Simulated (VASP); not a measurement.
Here is a VASP 6.6.1 calculation.

The input INCAR:

```
PREC = Accurate
ENCUT = 520
EDIFF = 1E-6
ISMEAR = 0
SIGMA = 0.05
LREAL = False
LASPH = True
NELM = 150
ALGO = Normal
ISIF = 2
LWAVE = False
LCHARG = False
ISPIN = 2
MAGMOM = 0 0 0 0 0 0 2
LORBIT = 11
LDIPOL = True
IDIPOL = 3
DIPOL = 0.5 0.5 0.318
GGA = PE
NBANDS = 27
```

Contents of KPOINTS:

```
regular mesh
0
Gamma
  7 5 1
```

The input POSCAR:

```
Si6C
1.0
    3.8675355695      0.0000000000      0.0000000000
    0.0000000000      5.4695212554      0.0000000000
    0.0000000000      0.0000000000     19.2238421873
Si C
6 1
Direct
    0.5000000000      0.0000000000      0.2080749499
    0.0000000000      0.2500000000      0.2080749499
    0.0000000000      0.5024402184      0.3062861000
    0.5000000000      0.7475597816      0.3062861000
    0.5000000000      0.0098635014      0.4017845190
    0.0000000000      0.2401364986      0.4017845190
    0.8333333333      0.5098635014      0.3940181321
```

Potentials or basis: VASP PAW PBE potentials, release 64 (Si, C).

The run is started by

```console
$ cat potpaw_PBE.64/Si/POTCAR potpaw_PBE.64/C/POTCAR > POTCAR
$ mpirun -np 1 vasp_std > vasp.out
```

(1) Predict the net moment.

(2) What does it give for the largest force?

(3) Predict the band gap on the k mesh.

## Answers

(1) 0.00 μB per cell.

(2) 5.659 eV/Å.

(3) zero (filled and empty bands overlap).
